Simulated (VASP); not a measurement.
Input of a VASP 6.6.1 run:

INCAR

```
ALGO = Normal
EDIFF = 1E-6
EDIFFG = -0.01
ENCUT = 600
GGA = PS
IBRION = 2
ISIF = 3
ISMEAR = -1
LASPH = True
LCHARG = False
LREAL = False
LWAVE = False
NELM = 100
NSW = 100
PREC = Accurate
SIGMA = 0.05
```

The input KPOINTS:

```
k-points
0
Gamma
  9 9 5
```

Contents of POSCAR:

```
Ru
1.0
    2.7058000000      0.0000000000      0.0000000000
   -1.3529000000      2.3432915376      0.0000000000
    0.0000000000      0.0000000000      4.2819000000
Ru
2
Direct
    0.3272430433      0.6845396667      0.2590884200
    0.6885344967      0.3497413733      0.7520475800
```

Potentials or basis: VASP PAW PBE potentials, release 64 (Ru_pv).

Launch:

```bash
$ cat potpaw_PBE.64/Ru_pv/POTCAR > POTCAR
$ mpirun -np 1 vasp_std > vasp.out
```

Task: Estimate the relaxed volume.

Result: 13.31 Å³/atom.

Task: What does it give for the band gap on the k mesh?

Result: Zero (band 14 reaches 14.58 eV, above the bottom of band 15 at 11.42 eV).

Task: Predict the relaxed cell.

Result: a = 2.688 Å, b = 2.688 Å, c = 4.254 Å, α = 90.00°, β = 90.00°, γ = 119.98°.

Task: What does it give for the space group after relaxing (to 0.05 Å)?

Result: P6_3/mmc (No. 194).

Final structure:
```
Ru
1.0
     2.68790    0.00060   -0.00011
    -1.34344    2.32798    0.00006
    -0.00018   -0.00001    4.25350
Ru
2
Cartesian
  -0.0015 1.5924 1.0873
  1.3421 0.8160 3.2135
```

Caveat: the PAW data sets were made with another functional, which shifts forces and pressure a little.
